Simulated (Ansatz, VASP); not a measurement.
**One calculation of NbPdSe3, two programs**

The input INCAR:

```
SYSTEM = NbPdSe3
ALGO = Normal
EDIFF = 1E-7
ENCUT = 520
GGA = PE
ISIF = 2
ISMEAR = 0
LASPH = .TRUE.
LCHARG = .FALSE.
LREAL = .FALSE.
LWAVE = .FALSE.
NBANDS = 28
NELM = 80
PREC = Accurate
SIGMA = 0.1
```

The input KPOINTS:

```
k-points
0
G
  3 3 4
  0 0 0
```

File POSCAR:

```
NbPdSe3
1.0
    7.3398611700      0.0000000000      0.0000000000
   -3.6699305800      6.3565062300      0.0000000000
    0.0000000000      0.0000000000      4.7896973100
Nb Pd Se
1 1 3
Direct
    0.0000000000      0.0000000000      0.0000000000
    0.0000000000      0.0000000000      0.5000000000
    0.5000000000      0.0000000000      0.5000000000
    0.0000000000      0.5000000000      0.5000000000
    0.5000000000      0.5000000000      0.5000000000
```

Input for Ansatz:

```yaml
crystal:
  lattice:
    - [7.33986117, 0.0, 0.0]
    - [-3.66993058, 6.35650623, 0.0]
    - [0.0, 0.0, 4.78969731]
  atoms:
    - { symbol: Nb, position: [0.0, 0.0, 0.0] }
    - { symbol: Pd, position: [0.0, 0.0, 0.5] }
    - { symbol: Se, position: [0.5, 0.0, 0.5] }
    - { symbol: Se, position: [0.0, 0.5, 0.5] }
    - { symbol: Se, position: [0.5, 0.5, 0.5] }
basis:
  ecutwfc: 420
kpoints:
  mp_grid: { grid: [3, 3, 4] }
hamiltonian:
  xc: pbe
scf:
  occupations: { method: gaussian, width: 0.1 }
  lower_state_search: "off"
output:
  forces: true
  stress: true
  eigenvalues: true
```

Alike in both runs: task single point; functional PBE; k mesh 3 × 3 × 4; occupations gaussian, width 0.1 eV; no spin polarisation.

|  | VASP | Ansatz |
| --- | --- | --- |
| version | VASP 6.6.1 | Ansatz 0.2.0 |
| potentials or method | VASP PAW PBE potentials, release 64 (Nb_sv, Pd, Se), cutoff 520 eV | scalar-relativistic, plane waves, PAW |
| valence electrons in the cell | 41 | 79 |

Ansatz gave:

```
gap on the k mesh at the Fermi level (eV)                     : none
pressure (GPa)                                                : -6.5
traceless stress, the component that is largest in VASP (GPa) : 5.12
```

Problem. What did VASP give for the same quantities?

Solution. gap on the k mesh at the Fermi level (eV): none; pressure (GPa): -6.5; traceless stress, the component that is largest in VASP (GPa): 5.16.

A gap of «none» marks a metal or a gap that the smearing closes. VASP's potentials hold 41 valence electrons a cell and Ansatz's 79, so a difference there can come from the potentials and not from the codes.
